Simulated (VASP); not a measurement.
# Nb in VASP: a series of runs, part 2 of 2

VASP 6.6.1.

## 4. Single point, PBEsol

This run uses another cell than the first one, of 48.29 Å³/atom, 1.716 times its volume.

The input, INCAR:

```
  ALGO = Normal
  DIPOL = 0.5 0.5 0.500
  EDIFF = 1E-6
  ENCUT = 520
  GGA = PS
  IDIPOL = 3
  ISIF = 2
  ISMEAR = -1
  LASPH = True
  LCHARG = True
  LDIPOL = True
  LELF = True
  LREAL = False
  LVACPOTAV = True
  LVHAR = True
  LWAVE = False
  NBANDS = 40
  NELM = 80
  PREC = Accurate
  SIGMA = 0.05
```

The input, KPOINTS:

```
k-points
0
Gamma
  11 11 1
```

The input, POSCAR:

```
Nb
1.0
    3.2726221427      0.0000000000      0.0000000000
    0.0000000000      3.2726221427      0.0000000000
    0.0000000000      0.0000000000     22.5452000000
Nb
5
Direct
    0.0000000000      0.0000000000      0.3638807330
    0.5000000000      0.5000000000      0.4260712056
    0.0000000000      0.0000000000      0.5000000242
    0.5000000000      0.5000000000      0.5739287874
    0.0000000000      0.0000000000      0.6361192498
```

Potentials or basis: VASP PAW PBE potentials, release 64 (Nb_sv).

Run with:

```
$ cat potpaw_PBE.64/Nb_sv/POTCAR > POTCAR
$ mpirun -np 1 vasp_std > vasp.out
```

OUTCAR:

```text
EDIFF = 1E-6
   ENCUT = 520
   GGA = PS
   ISIF = 2
   ISMEAR = -1
   LASPH = True
   LREAL = False
   NELM = 80
   PREC = Accurate

 ion  position               nearest neighbor table
   1  0.000  0.000  0.364-   2 2.71   2 2.71   2 2.71   2 2.71
   2  0.500  0.500  0.426-   1 2.71   1 2.71   1 2.71   1 2.71   3 2.85   3 2.85   3 2.85   3 2.85

   3  0.000  0.000  0.500-   4 2.85   4 2.85   4 2.85   4 2.85   2 2.85   2 2.85   2 2.85   2 2.85

   4  0.500  0.500  0.574-   5 2.71   5 2.71   5 2.71   5 2.71   3 2.85   3 2.85   3 2.85   3 2.85

   5  0.000  0.000  0.636-   4 2.71   4 2.71   4 2.71   4 2.71

  LATTYP: Found a simple tetragonal cell.
 ALAT       =     3.2726221427
 C/A-ratio  =     6.8890324079

  Lattice vectors:

 A1 = (   3.2726221427,   0.0000000000,   0.0000000000)
 A2 = (   0.0000000000,   3.2726221427,   0.0000000000)
 A3 = (   0.0000000000,   0.0000000000,  22.5452000000)

Analysis of symmetry for initial positions (statically):
=====================================================================
 Subroutine PRICEL returns:
 Original cell was already a primitive cell.

 Routine SETGRP: Setting up the symmetry group for a
 simple tetragonal supercell.

 Subroutine GETGRP returns: Found 16 space group operations
 (whereof 16 operations were pure point group operations)
 out of a pool of 16 trial point group operations.

The static configuration has the point symmetry D_4h.

Analysis of symmetry for dynamics (positions and initial velocities):
=====================================================================
 Subroutine PRICEL returns:
 Original cell was already a primitive cell.

 Routine SETGRP: Setting up the symmetry group for a
 simple tetragonal supercell.

 Subroutine GETGRP returns: Found 16 space group operations
 (whereof 16 operations were pure point group operations)
 out of a pool of 16 trial point group operations.

The dynamic configuration has the point symmetry D_4h.

 Subroutine INISYM returns: Found 16 space group operations
 (whereof 16 operations are pure point group operations),
 and found     1 'primitive' translations

----------------------------------------------------------------------------------------

                                     Primitive cell

  volume of cell :     241.4603

  direct lattice vectors                    reciprocal lattice vectors
     3.272622143  0.000000000  0.000000000     0.305565371  0.000000000  0.000000000
     0.000000000  3.272622143  0.000000000     0.000000000  0.305565371  0.000000000
     0.000000000  0.000000000 22.545200000     0.000000000  0.000000000  0.044355339

  length of vectors
     3.272622143  3.272622143 22.545200000     0.305565371  0.305565371  0.044355339

  position of ions in fractional coordinates (direct lattice)
     0.000000000  0.000000000  0.363880733
     0.500000000  0.500000000  0.426071206
     0.000000000  0.000000000  0.500000024
     0.500000000  0.500000000  0.573928787
     0.000000000  0.000000000  0.636119250

  ion indices of the primitive-cell ions
   primitive index   ion index
[... 30 lines left out ...]
 Found     21 irreducible k-points:

 Following reciprocal coordinates:
            Coordinates               Weight
  0.000000  0.000000  0.000000      1.000000
  0.090909  0.000000  0.000000      4.000000
  0.181818  0.000000  0.000000      4.000000
  0.272727  0.000000  0.000000      4.000000
  0.363636  0.000000  0.000000      4.000000
  0.454545  0.000000  0.000000      4.000000
[... 13 lines left out ...]
  0.454545  0.363636  0.000000      8.000000
  0.454545  0.454545  0.000000      4.000000
   k-points           NKPTS =     21   k-points in BZ     NKDIM =     21   number of bands    NBANDS=     40
   number of dos      NEDOS =    301   number of ions     NIONS =      5
   total plane-waves  NPLWV =  96768
   dimension x,y,z NGX =    24 NGY =   24 NGZ =  168
   dimension x,y,z NGXF=    48 NGYF=   48 NGZF=  336
   ions per type =               5
   NGX,Y,Z   is equivalent  to a cutoff of  12.19, 12.19, 12.39 a.u.
   NGXF,Y,Z  is equivalent  to a cutoff of  24.38, 24.38, 24.78 a.u.
 SYSTEM =  unknown system
   PREC   = accura    normal or accurate (medium, high low for compatibility)
   ISTART =      0    job   : 0-new  1-cont  2-samecut
   ICHARG =      2    charge: 1-file 2-atom 10-const
   ISPIN  =      1    spin polarized calculation?
   LNONCOLLINEAR =      F non collinear calculations
   LSORBIT =      F    spin-orbit coupling
   LASPH  =      T    aspherical Exc in radial PAW
   ENCUT  =  520.0 eV  38.22 Ry    6.18 a.u.   6.08  6.08 41.92*2*pi/ulx,y,z
   NELM   =     80;   NELMIN=  2; NELMDL= -5     # of ELM steps
   EDIFF  = 0.1E-05   stopping-criterion for ELM
   LREAL  =      F    real-space projection
   EDIFFG = 0.1E-04   stopping-criterion for IOM
   NSW    =      0    number of steps for IOM
   IBRION =     -1    ionic relax: 0-MD 1-quasi-New 2-CG
   NFREE  =      0    steps in history (QN), initial steepest desc. (CG)
   ISIF   =      2    stress and relaxation
   ISYM   =      2    0-nonsym 1-usesym 2-fastsym
   POTIM  = 0.5000    time-step for ionic-motion
   TEBEG  =    0.0;   TEEND  =   0.0 temperature during run
   PSTRESS=    0.0 pullay stress
   NELECT =      65.0000    total number of electrons
   NUPDOWN=      -1.0000    fix difference up-down
   EMIN   =  10.00;   EMAX   =-10.00  energy-range for DOS
   EFERMI =   0.00;   METHOD = LEGACY
   ISMEAR =    -1;   SIGMA  =   0.05  broadening in eV -4-tet -1-fermi 0-gaus
   EFERMI_NEDOS =   21; number of points for ismear=-14 and -15
   IALGO  =     38    algorithm
   IMIX   =      4    mixing-type and parameters
     AMIX     =   0.40;   BMIX     =  1.00
     AMIX_MAG =   1.60;   BMIX_MAG =  1.00
  volume/ion in A,a.u.               =      48.29       325.89
  Fermi-wavevector in a.u.,A,eV,Ry     =   1.057054  1.997543 15.202661  1.117364
  Thomas-Fermi vector in A             =   2.192313
   LORBIT       =      0    0 simple, 1 ext, 2 COOP (PROOUT), +10 PAW based schemes
   GGA     = PS    functional components
   LHFCALC =     F    Hartree Fock is set to
   AEXX    =    0.0000 exact exchange contribution
   IVDW    =     0    specifies the selected vdW correction
   LEPSILON=     F    determine dielectric tensor
   LRPA    =     F    only Hartree local field effects (RPA)
 non-spin polarized calculation
  energy-cutoff  :      520.00
  volume of cell :      241.46
 maximum number of plane-waves:      6550
   NGX = 13   NGY = 13   NGZ = 83

 dipolmoment           0.000000      0.000000     -0.000000 electrons x Angstroem

 number of electron      64.9999995 magnetization

 dipolmoment           0.000000      0.000000      0.000000 electrons x Angstroem

 Free energy of the ion-electron system (eV)
  ---------------------------------------------------
  ext. energy  EPLUGINS =         0.00000000
  ---------------------------------------------------
  free energy    TOTEN  =       -51.33116494 eV

  energy without entropy =      -51.29652728  energy(sigma->0) =      -51.31384611

 E-fermi :   1.9642     XC(G=0):  -5.5603

 val. band max:        1.9589329186   @ k =   0.2727   0.0000   0.0000
 cond. band min:       1.9825684167   @ k =   0.3636   0.1818   0.0000
 fundamental gap:      0.0236354981
 Fermi energy:         1.9641740109

 k-point     1 :       0.0000    0.0000    0.0000
  band No.  band energies     occupation
      1     -52.7139      2.00000
      2     -52.7068      2.00000
      3     -52.2958      2.00000
      4     -51.9353      2.00000
      5     -51.8827      2.00000
      6     -28.9426      2.00000
[... 892 lines left out ...]
     39       4.8662      0.00000
     40       5.3126      0.00000

------------------------ aborting loop because EDIFF is reached ----------------------------------------

  FORCE on cell =-STRESS in cart. coord.  units (eV):
  Direction    XX          YY          ZZ          XY          YZ          ZX
  --------------------------------------------------------------------------------------
  -------------------------------------------------------------------------------------
  Total       -0.4997549     -0.4997549     -0.1744116      0.0000000      0.0000000      0.0000000
  in kB       -3.3160556     -3.3160556     -1.1572847      0.0000000      0.0000000      0.0000000
  external PRESSURE =      -2.5964653 kB  Pullay stress =       0.0000000 kB

 VOLUME and BASIS-vectors are now :
 -----------------------------------------------------------------------------
  energy-cutoff  :      520.00
  volume of cell :      241.46
      direct lattice vectors                 reciprocal lattice vectors
     3.272622143  0.000000000  0.000000000     0.305565371  0.000000000  0.000000000
     0.000000000  3.272622143  0.000000000     0.000000000  0.305565371  0.000000000
     0.000000000  0.000000000 22.545200000     0.000000000  0.000000000  0.044355339

 POSITION                                       TOTAL-FORCE (eV/Angst)
 -----------------------------------------------------------------------------------
      0.00000      0.00000      8.20376        -0.000000     -0.000000      0.013615
      1.63631      1.63631      9.60586        -0.000000     -0.000000      0.005386
      0.00000      0.00000     11.27260         0.000000     -0.000000     -0.000000
      1.63631      1.63631     12.93934         0.000000      0.000000     -0.005386
      0.00000      0.00000     14.34144         0.000000      0.000000     -0.013615
 -----------------------------------------------------------------------------------
    total drift:                                0.000000     -0.000000      0.000008

  FREE ENERGIE OF THE ION-ELECTRON SYSTEM (eV)
  ---------------------------------------------------
  free  energy   TOTEN  =       -51.3311649365 eV

  energy  without entropy=      -51.2965272818  energy(sigma->0) =      -51.31384611

 vacuum level on the upper side and lower side of the slab         5.656         5.656
```

Run time: 3 min. Hardware: 1 thread of Intel Xeon 6975P-C (Granite Rapids), shared host; peak memory 0.38 GiB.

What came out:

```
Free energy   : -51.3312 eV
Largest force : 0.014 eV/Å
```

Forces on the atoms (eV/Å):
```
Nb   0.000  0.000  0.014
Nb   0.000  0.000  0.005
Nb   0.000  0.000  0.000
Nb   0.000  0.000 -0.005
Nb   0.000  0.000 -0.014
```

Caveat: the PAW data sets were made with another functional, which shifts forces and pressure a little.

## 5. Single point, PBEsol

This run uses another cell than the first one, of 48.29 Å³/atom, 1.716 times its volume.

The input, INCAR:

```
SYSTEM = Nb
ALGO = Normal
DIPOL = 0.5 0.5 0.500
EDIFF = 1E-6
ENCUT = 520
GGA = PS
IDIPOL = 3
ISIF = 2
ISMEAR = -1
LASPH = .True.
LCHARG = .False.
LDIPOL = .True.
LREAL = .False.
LWAVE = .False.
NBANDS = 40
NELM = 60
PREC = Accurate
SIGMA = 0.05
```

The input, KPOINTS:

```
k-points
0
Gamma
  11 11 1
  0 0 0
```

POSCAR is that of step 4.

Run with:

```
$ cat potpaw_PBE.64/Nb_sv/POTCAR > POTCAR
$ mpirun -np 1 vasp_std > vasp.out
```

Run time: 2.9 min. Hardware: 1 thread of Intel Xeon 6975P-C (Granite Rapids), shared host; peak memory 0.38 GiB.

The run converged. Its results:

| Item | Value |
| --- | --- |
| Free energy | -51.3312 eV |
| Largest force | 0.014 eV/Å |

Forces in eV/Å, atoms in the order of the input:
```
Nb   0.000  0.000  0.014
Nb   0.000  0.000  0.005
Nb   0.000  0.000  0.000
Nb   0.000  0.000 -0.005
Nb   0.000  0.000 -0.014
```

Levels at points of the mesh, in eV from the Fermi level:
```tsv
k point	band 30	band 31	band 32	band 33	band 34	band 35	band 36	band 37
(0.00, 0.00, 0.00)	0.19	0.27	0.28	0.28	0.51	0.51	0.55	0.91
```

Caveat: the PAW data sets were made with another functional, which shifts forces and pressure a little.
